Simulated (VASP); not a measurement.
# Li4Si (Pm-3m) in VASP: notebook, part 2 of 2

VASP 6.6.1. The steps go on from the part before.

### Step 3. Relaxation of cell and atoms, PBE

This run uses another cell than the first one, of 13.78 Å³/atom, 0.615 times its volume.

INCAR

```
SYSTEM = Li4Si
  ALGO = Normal
  EDIFF = 1E-6
  EDIFFG = -0.04
  ENCUT = 600
  GGA = PE
  IBRION = 2
  ISIF = 3
  ISMEAR = 0
  LASPH = .True.
  LCHARG = .False.
  LREAL = .False.
  LWAVE = .False.
  NELM = 80
  NSW = 90
  PREC = Accurate
  SIGMA = 0.1
```

KPOINTS

```
k-points
0
Gamma
  4 4 4
  0 0 0
```

POSCAR

```
Li4Si
1.0
    4.1000694600      0.0000000000      0.0000000000
    0.0000000000      4.1000694600      0.0000000000
    0.0000000000      0.0000000000      4.1000694600
Li Si
4 1
Direct
    0.0000000000      0.5000000000      0.5000000000
    0.5000000000      0.0000000000      0.5000000000
    0.5000000000      0.5000000000      0.0000000000
    0.0000000000      0.0000000000      0.0000000000
    0.5000000000      0.5000000000      0.5000000000
```

Potentials or basis: VASP PAW PBE potentials, release 64 (Li_sv, Si).

Run with:

```console
$ cat potpaw_PBE.64/Li_sv/POTCAR potpaw_PBE.64/Si/POTCAR > POTCAR
$ mpirun -np 1 vasp_std > vasp.out
```

OUTCAR:

```text
SYSTEM = Li4Si
   EDIFF = 1E-6
   EDIFFG = -0.04
   ENCUT = 600
   GGA = PE
   IBRION = 2
   ISIF = 3
   ISMEAR = 0
   LASPH = .True.
   LREAL = .False.
   NELM = 80
   NSW = 90
   PREC = Accurate

 ion  position               nearest neighbor table
   1  0.000  0.500  0.500-   5 2.05   5 2.05
   2  0.500  0.000  0.500-   5 2.05   5 2.05
   3  0.500  0.500  0.000-   5 2.05   5 2.05
   4  0.000  0.000  0.000-
   5  0.500  0.500  0.500-   1 2.05   2 2.05   3 2.05   3 2.05   2 2.05   1 2.05

  LATTYP: Found a simple cubic cell.
 ALAT       =     4.1000694600

  Lattice vectors:

 A1 = (   4.1000694600,   0.0000000000,   0.0000000000)
 A2 = (   0.0000000000,   4.1000694600,   0.0000000000)
 A3 = (   0.0000000000,   0.0000000000,   4.1000694600)

Analysis of symmetry for initial positions (statically):
=====================================================================
 Subroutine PRICEL returns:
 Original cell was already a primitive cell.

 Routine SETGRP: Setting up the symmetry group for a
 simple cubic supercell.

 Subroutine GETGRP returns: Found 48 space group operations
 (whereof 48 operations were pure point group operations)
 out of a pool of 48 trial point group operations.

The static configuration has the point symmetry O_h .

Analysis of symmetry for dynamics (positions and initial velocities):
=====================================================================
 Subroutine PRICEL returns:
 Original cell was already a primitive cell.
[... 144 lines left out ...]
  ---------------------------------------------------
  ext. energy  EPLUGINS =         0.00000000
  ---------------------------------------------------
  free energy    TOTEN  =       -10.63380246 eV

  energy without entropy =      -10.62490136  energy(sigma->0) =      -10.62935191

 E-fermi :   2.5976     XC(G=0):  -8.5337

 val. band max:        2.5964762450   @ k =   0.5000   0.5000   0.5000
 cond. band min:       2.6339866068   @ k =   0.5000   0.5000   0.5000
 fundamental gap:      0.0375103618
 Fermi energy:         2.5975918253

 k-point     1 :       0.0000    0.0000    0.0000
  band No.  band energies     occupation
      1     -43.7938      2.00000
      2     -42.2632      2.00000
      3     -42.2180      2.00000
      4     -42.2180      2.00000
      5      -4.4210      2.00000
      6       1.4268      2.00000
      7       1.4268      2.00000
      8       1.4268      2.00000
      9       4.1149      0.00000
     10       8.0539      0.00000
     11       8.0539      0.00000
     12       9.3109      0.00000
[... 249 lines left out ...]
--------------------------------------- Ionic step        4  -------------------------------------------

 number of electron      15.9999957 magnetization

 Free energy of the ion-electron system (eV)
  ---------------------------------------------------
  ext. energy  EPLUGINS =         0.00000000
  ---------------------------------------------------
  free energy    TOTEN  =       -12.74253585 eV

  energy without entropy =      -12.73401037  energy(sigma->0) =      -12.73827311

 E-fermi :   0.7699     XC(G=0):  -7.1645

 val. band max:        0.6678555357   @ k =   0.5000   0.2500   0.0000
 cond. band min:       0.8505252458   @ k =   0.5000   0.5000   0.2500
 fundamental gap:      0.1826697101
 Fermi energy:         0.7698644025

 k-point     1 :       0.0000    0.0000    0.0000
  band No.  band energies     occupation
      1     -47.0265      2.00000
      2     -44.6438      2.00000
      3     -44.6369      2.00000
      4     -44.6369      2.00000
      5      -5.6712      2.00000
      6       0.0284      2.00000
      7       0.0284      2.00000
      8       0.0284      2.00000
      9       0.9219      0.03155
     10       4.8276      0.00000
     11       4.8276      0.00000
     12       5.5593      0.00000
[... 165 lines left out ...]
  FREE ENERGIE OF THE ION-ELECTRON SYSTEM (eV)
  ---------------------------------------------------
  free  energy   TOTEN  =       -12.7425358453 eV

  energy  without entropy=      -12.7340103654  energy(sigma->0) =      -12.73827311

 reached required accuracy - stopping structural energy minimisation
```

OSZICAR:

```text
N       E                     dE             d eps       ncg     rms          rms(c)
DAV:   1     0.613805726394E+02    0.61381E+02   -0.70261E+03   240   0.146E+03
DAV:   2     0.111455325990E+01   -0.60266E+02   -0.56104E+02   288   0.260E+02
DAV:   3    -0.118045871522E+02   -0.12919E+02   -0.12718E+02   480   0.686E+01
[... 39 lines left out ...]
DAV:   4    -0.127425213692E+02    0.49696E-03   -0.25578E-03   440   0.294E-01    0.381E-02
DAV:   5    -0.127425311228E+02   -0.97536E-05   -0.16968E-04   272   0.146E-01    0.222E-02
DAV:   6    -0.127425391641E+02   -0.80413E-05   -0.34362E-05   376   0.456E-02    0.221E-02
DAV:   7    -0.127425355496E+02    0.36145E-05   -0.76523E-06   312   0.256E-02    0.205E-03
DAV:   8    -0.127425358453E+02   -0.29568E-06   -0.65472E-07   148   0.845E-03
   4 F= -.12742536E+02 E0= -.12738273E+02  d E =-.210873E+01
```

CONTCAR:

```text
Li4Si
   1.00000000000000
     4.7671166084807943   -0.0000000000000000   -0.0000000000000000
     0.0000000000000000    4.7671166084807943   -0.0000000000000000
     0.0000000000000000    0.0000000000000000    4.7671166084807943
  Li              Si
     4     1
Direct
     0.0000000000000000    0.5000000000000000    0.5000000000000000
     0.5000000000000000    0.0000000000000000    0.5000000000000000
     0.5000000000000000    0.5000000000000000    0.0000000000000000
     0.0000000000000000    0.0000000000000000    0.0000000000000000
     0.5000000000000000    0.5000000000000000    0.5000000000000000

  0.00000000E+00  0.00000000E+00  0.00000000E+00
  0.00000000E+00  0.00000000E+00  0.00000000E+00
  0.00000000E+00  0.00000000E+00  0.00000000E+00
  0.00000000E+00  0.00000000E+00  0.00000000E+00
  0.00000000E+00  0.00000000E+00  0.00000000E+00
```

It took 95 s on 1 thread of AMD EPYC, shared host; peak memory 0.17 GiB.

What came out:

- Free energy: -12.7425 eV
- Relaxed volume: 21.67 Å³/atom
- Relaxed cell: a = 4.767 Å, b = 4.767 Å, c = 4.767 Å, α = 90.00°, β = 90.00°, γ = 90.00°
- Space group after relaxing (to 0.05 Å): Pm-3m (No. 221)
- Energy gained by relaxing: 421.7 meV/atom
- Ionic steps: 4
- Pressure after relaxing: 0.0 GPa
- Band gap on the k mesh: 0.18 eV, indirect (least direct gap 0.23 eV)

The path:
```csv
step,energy change (eV),largest force (eV/Å),pressure (GPa),volume (Å³)
1,0.0000,0.0000,22.45,68.92
2,-1.7639,0.0000,6.63,90.04
3,-2.0999,0.0000,0.89,105.30
4,-2.1087,0.0000,0.05,108.33
```

Final structure:
```cif
data_structure
_symmetry_space_group_name_H-M 'P 1'
_symmetry_Int_Tables_number 1
_cell_length_a 4.7671
_cell_length_b 4.7671
_cell_length_c 4.7671
_cell_angle_alpha 90.000
_cell_angle_beta 90.000
_cell_angle_gamma 90.000
_cell_volume 108.33
loop_
_atom_site_label
_atom_site_type_symbol
_atom_site_fract_x
_atom_site_fract_y
_atom_site_fract_z
_atom_site_occupancy
Li1 Li 0.00000 0.50000 0.50000 1
Li2 Li 0.50000 0.00000 0.50000 1
Li3 Li 0.50000 0.50000 0.00000 1
Li4 Li 0.00000 0.00000 0.00000 1
Si1 Si 0.50000 0.50000 0.50000 1
```

Levels at points of the mesh, in eV from the valence-band top:
```tsv
k point	band 6	band 7	band 8	band 9	band 10	band 11
(0.00, 0.00, 0.00)	-0.64	-0.64	-0.64	0.25	4.16	4.16
(0.50, 0.00, 0.00)	-2.18	-0.17	-0.17	1.76	3.17	3.17
(0.50, 0.50, 0.00)	-1.30	-1.30	-0.06	0.20	4.02	4.02
(0.50, 0.50, 0.50)	-0.25	-0.25	-0.25	0.53	0.53	0.53
```

Caveat: the cutoff is under 1.25 times the usual one of these potentials, so pressure, stress and relaxed cells hold a basis-set (Pulay) error; the volume moved by over 15 % at a fixed basis, so the end points are rough.
